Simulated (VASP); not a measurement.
A run of VASP 6.6.1 is set up as follows.

INCAR

```
SYSTEM = BaS
ALGO     = Normal         ! electronic algorithm
EDIFF    = 1E-7           ! SCF threshold, eV
EDIFFG   = -0.005         ! ionic threshold
ENCUT    = 600            ! plane-wave cutoff, eV
GGA      = PS             ! functional
IBRION   = 2              ! ionic algorithm
ISIF     = 3              ! what is computed and relaxed
ISMEAR   = -1             ! smearing method
LASPH    = .True.         ! aspherical terms in the spheres
LCHARG   = .False.        ! write CHGCAR
LREAL    = .False.        ! projectors in reciprocal space
LWAVE    = .False.        ! write WAVECAR
NELM     = 80             ! most SCF steps
NSW      = 80             ! ionic steps
PREC     = Accurate       ! precision mode
SIGMA    = 0.02           ! smearing width, eV
```

The input KPOINTS:

```
k-points
0
Gamma
  6 6 6
  0 0 0
```

POSCAR

```
BaS
1.0
    3.8414027865      0.0000000000      0.0000000000
    0.0000000000      3.8414027865      0.0000000000
    0.0000000000      0.0000000000      3.8414027865
Ba S
1 1
Direct
    0.0000000000      0.0000000000      0.0000000000
    0.5000000000      0.5000000000      0.5000000000
```

Potentials or basis: VASP PAW PBE potentials, release 64 (Ba_sv, S).

Command:

```console
$ cat potpaw_PBE.64/Ba_sv/POTCAR potpaw_PBE.64/S/POTCAR > POTCAR
$ mpirun -np 1 vasp_std > vasp.out
```

Question: Estimate the space group after relaxing (to 0.1 Å).

Answer: Pm-3m (No. 221).

Question: Predict the band gap on the k mesh.

Answer: 1.27 eV (least direct gap 1.37 eV).

Question: Estimate the relaxed cell.

Answer: a = 3.799 Å, b = 3.799 Å, c = 3.799 Å, α = 90.00°, β = 90.00°, γ = 90.00°.

Question: Estimate the relaxed volume.

Answer: 27.41 Å³/atom.

Final structure:
```cif
data_structure
_symmetry_space_group_name_H-M 'P 1'
_symmetry_Int_Tables_number 1
_cell_length_a 3.7986
_cell_length_b 3.7986
_cell_length_c 3.7986
_cell_angle_alpha 90.000
_cell_angle_beta 90.000
_cell_angle_gamma 90.000
_cell_volume 54.81
loop_
_atom_site_label
_atom_site_type_symbol
_atom_site_fract_x
_atom_site_fract_y
_atom_site_fract_z
_atom_site_occupancy
Ba1 Ba 0.00000 0.00000 0.00000 1
S1 S 0.50000 0.50000 0.50000 1
```

Caveat: the PAW data sets were made with another functional, which shifts forces and pressure a little; spin-orbit coupling is left out, which moves the levels of the heavy elements. A k mesh can miss the band edges.
